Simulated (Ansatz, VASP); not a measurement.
## BaZrO3: VASP beside Ansatz

Contents of INCAR:

```
SYSTEM = BaZrO3
  PREC = Accurate
  ENCUT = 520
  EDIFF = 1E-6
  ISMEAR = 0
  SIGMA = 0.01
  LREAL = .FALSE.
  LASPH = .TRUE.
  NELM = 60
  ALGO = Normal
  ISIF = 2
  LWAVE = .FALSE.
  LCHARG = .TRUE.
  GGA = PS
  LELF = .TRUE.
  LVHAR = .TRUE.
  NBANDS = 28
```

File KPOINTS:

```
regular mesh
0
G
  4 4 4
  0 0 0
```

Contents of POSCAR:

```
BaZrO3
1.0
    4.1202866125      0.0000000000      0.0000000000
    0.0000000000      4.1202866125      0.0000000000
    0.0000000000      0.0000000000      4.1202866125
Ba Zr O
1 1 3
Direct
    0.0000000000      0.0000000000      0.0000000000
    0.5000000000      0.5000000000      0.5000000000
    0.0000000000      0.5000000000      0.5000000000
    0.5000000000      0.0000000000      0.5000000000
    0.5000000000      0.5000000000      0.0000000000
```

Input for Ansatz:

```yaml
crystal:
  lattice:
    - [4.120286612486769, 0.0, 0.0]
    - [0.0, 4.120286612486769, 0.0]
    - [0.0, 0.0, 4.120286612486769]
  atoms:
    - { symbol: Ba, position: [0.0, 0.0, 0.0] }
    - { symbol: Zr, position: [0.5, 0.5, 0.5] }
    - { symbol: O, position: [0.0, 0.5, 0.5] }
    - { symbol: O, position: [0.5, 0.0, 0.5] }
    - { symbol: O, position: [0.5, 0.5, 0.0] }
basis:
  ecutwfc: 500.0
kpoints:
  mp_grid:
    grid: [4, 4, 4]
hamiltonian:
  xc: pbesol
scf:
  occupations:
    method: fixed
output:
  stress: true
```

Alike in both runs: task single point; functional PBEsol; k mesh 4 × 4 × 4; no spin polarisation.

|  | VASP | Ansatz |
| --- | --- | --- |
| version | VASP 6.6.1 | Ansatz 0.2.0 |
| potentials or method | VASP PAW PBE potentials, release 64 (Ba_sv, Zr_sv, O), cutoff 520 eV | plane waves, PAW |
| occupations | gaussian, width 0.01 eV | fixed |
| valence electrons in the cell | 40 | 40 |

VASP gave:

| Quantity | Value |
| --- | --- |
| pressure (GPa) | 9.3 |

Problem. What did Ansatz give for the same quantities?

Solution. Pressure (GPa): 7.9.

VASP's potentials were made for PBE, not for PBEsol.

Neither program's run includes spin-orbit coupling.
